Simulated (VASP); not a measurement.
Set up this calculation in VASP 6.6.1, as the native input.

* Task: single point
* Functional: LDA
* Potentials or basis: VASP PAW LDA potentials, release 64 (B, N)
* Cutoff: 520 eV
* k mesh: 12 × 12 × 4
* Occupations: gaussian, width 0.05 eV
* Spin: no spin polarisation
* Dipole correction: no
* Further INCAR settings: ALGO = Normal; EDIFF = 1e-06; NBANDS = 16

The structure of BN lies in POSCAR:

```
BN
1.0
    2.3970292072      0.0000000000      0.0000000000
   -1.1985146036      2.1549757989      0.0000000000
    0.0000000000      0.0000000000      6.7336479570
B N
2 2
Direct
    0.3271999742      0.6543999485      0.2500000000
    0.6728000258      0.3456000515      0.7500000000
    0.3425872649      0.6851745298      0.7500000000
    0.6574127351      0.3148254702      0.2500000000
```

This cell differs from its parent crystal: normal strain along x -0.0367, normal strain along z +0.0367.

The input as run:

INCAR

```
SYSTEM = BN
PREC = Accurate ; ENCUT = 520
EDIFF = 1E-6 ; ISMEAR = 0
SIGMA = 0.05 ; LREAL = .FALSE.
LASPH = .TRUE. ; NELM = 60
ALGO = Normal ; ISIF = 2
LWAVE = .FALSE. ; LCHARG = .FALSE.
GGA = CA ; NBANDS = 16
```

KPOINTS

```
Automatic mesh
0
G
  12 12 4
  0 0 0
```

Potentials or basis: VASP PAW LDA potentials, release 64 (B, N).

Launch:

```sh
$ cat potpaw_LDA.64/B/POTCAR potpaw_LDA.64/N/POTCAR > POTCAR
$ mpirun -np 1 vasp_std > vasp.out
```

It gave:

```json
{
  "Pressure": "15.2 GPa",
  "Largest force": "0.003 eV/Å",
  "Band gap on the k mesh": "4.04 eV, indirect (least direct gap 4.68 eV)"
}
```

Caveat: the cell differs from its parent crystal (normal strain along x -0.0367, normal strain along z +0.0367).

It took 29 s on 1 thread of Intel(R) Xeon(R) Platinum 8559C (Emerald Rapids) (shared host), peak memory 0.16 GiB.
